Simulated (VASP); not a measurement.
Input of a VASP 6.6.1 run:

The input INCAR:

```
SYSTEM = Ir
  PREC = Accurate
  ENCUT = 520
  EDIFF = 1E-6
  ISMEAR = 0
  SIGMA = 0.15
  LREAL = .FALSE.
  LASPH = .TRUE.
  NELM = 60
  ALGO = Fast
  ISIF = 2
  LWAVE = .FALSE.
  LCHARG = .TRUE.
  GGA = PE
  LELF = .TRUE.
  LVHAR = .TRUE.
  NBANDS = 10
```

File KPOINTS:

```
Automatic mesh
0
G
  22 22 22
  0 0 0
```

Contents of POSCAR:

```
Ir
1.0
    0.0000000000      1.8717075000      1.8237150000
    1.8717075000      0.0000000000      1.8237150000
    1.8717075000      1.8717075000      0.0000000000
Ir
1
Direct
    0.0000000000      0.0000000000      0.0000000000
```

Potentials or basis: VASP PAW PBE potentials, release 64 (Ir).

Launch:

```sh
$ cat potpaw_PBE.64/Ir/POTCAR > POTCAR
$ mpirun -np 1 vasp_std > vasp.out
```

(1) Predict the band gap on the k mesh.

(2) Estimate the pressure.

## Answers

(1) zero (an odd number of electrons rules out a gap without spin polarisation).

(2) 62.0 GPa.

Caveat: the cell differs from its parent crystal (strain -0.025 along x and y, -0.050 along z); the cell stands under pressure; spin-orbit coupling is left out, which moves the levels of the heavy elements.
